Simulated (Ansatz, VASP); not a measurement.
# Two plane-wave programs on CaO

File POSCAR:

```
CaO
1.0
    0.0000000000      2.5469600000      2.4490000000
    2.5469600000      0.0000000000      2.4490000000
    2.5469600000      2.5469600000      0.0000000000
Ca O
1 1
Direct
    0.0000000000      0.0000000000      0.0000000000
    0.5000000000      0.5000000000      0.5000000000
```

The input INCAR.step1:

```
SYSTEM = CaO
ALGO     = Normal         ! electronic algorithm
EDIFF    = 1E-4           ! SCF threshold, eV
ENCUT    = 520            ! plane-wave cutoff, eV
GGA      = PE             ! functional
ISMEAR   = 0              ! smearing method
LASPH    = .TRUE.         ! aspherical terms in the spheres
LCHARG   = .FALSE.        ! write CHGCAR
LREAL    = .FALSE.        ! projectors in reciprocal space
LWAVE    = .TRUE.         ! write WAVECAR
NBANDS   = 15             ! bands
NELM     = 80             ! most SCF steps
PREC     = Accurate       ! precision mode
SIGMA    = 0.05           ! smearing width, eV
```

File INCAR.step2:

```
SYSTEM = CaO
ALGO     = Normal         ! electronic algorithm
EDIFF    = 1E-6           ! SCF threshold, eV
ENCUT    = 520            ! plane-wave cutoff, eV
ISIF     = 2              ! what is computed and relaxed
ISMEAR   = 0              ! smearing method
ISTART   = 1            
LASPH    = .TRUE.         ! aspherical terms in the spheres
LCHARG   = .TRUE.         ! write CHGCAR
LELF     = .TRUE.         ! ELF
LMIXTAU  = .TRUE.       
LREAL    = .FALSE.        ! projectors in reciprocal space
LVHAR    = .TRUE.       
LWAVE    = .FALSE.        ! write WAVECAR
METAGGA  = R2SCAN         ! meta-GGA
NBANDS   = 15             ! bands
NELM     = 80             ! most SCF steps
PREC     = Accurate       ! precision mode
SIGMA    = 0.05           ! smearing width, eV
```

The input KPOINTS:

```
k-points
0
G
  8 8 8
  0 0 0
```

Input for Ansatz:

```yaml
crystal:
  lattice:
    - [0.0, 2.54696, 2.449]
    - [2.54696, 0.0, 2.449]
    - [2.54696, 2.54696, 0.0]
  atoms:
    - { symbol: Ca, position: [0.0, 0.0, 0.0] }
    - { symbol: O, position: [0.5, 0.5, 0.5] }
basis:
  ecutwfc: 500
kpoints:
  mp_grid: { grid: [8, 8, 8] }
hamiltonian:
  xc: r2scan
scf:
  occupations: { method: gaussian, width: 0.05 }
output:
  forces: true
  stress: true
  eigenvalues: true
```

Change from the starting cell: strain +0.040 along x and y, +0.000 along z, atoms carried along.

Alike in both runs: task single point; functional r2SCAN; k mesh 8 × 8 × 8; occupations gaussian, width 0.05 eV; no spin polarisation.

|  | VASP | Ansatz |
| --- | --- | --- |
| version | VASP 6.6.1 | Ansatz 0.2.0 |
| potentials or method | VASP PAW PBE potentials, release 64 (Ca_sv, O), cutoff 520 eV | scalar-relativistic, plane waves, PAW |
| valence electrons in the cell | 16 | 16 |

```csv
,VASP,Ansatz,Ansatz less VASP
gap on the k mesh at the Fermi level (eV),4.06,4.07,+0.008
least direct gap on the mesh (eV),4.31,4.31,+0.002
pressure (GPa),-11.4,-12.0,-0.55
"traceless stress, the component that is largest in VASP (GPa)",2.11,1.90,-0.211
```

VASP's potentials were made for PBE, not for r2SCAN. The functional is the same, so the differences come from potentials, cutoffs and numerics.
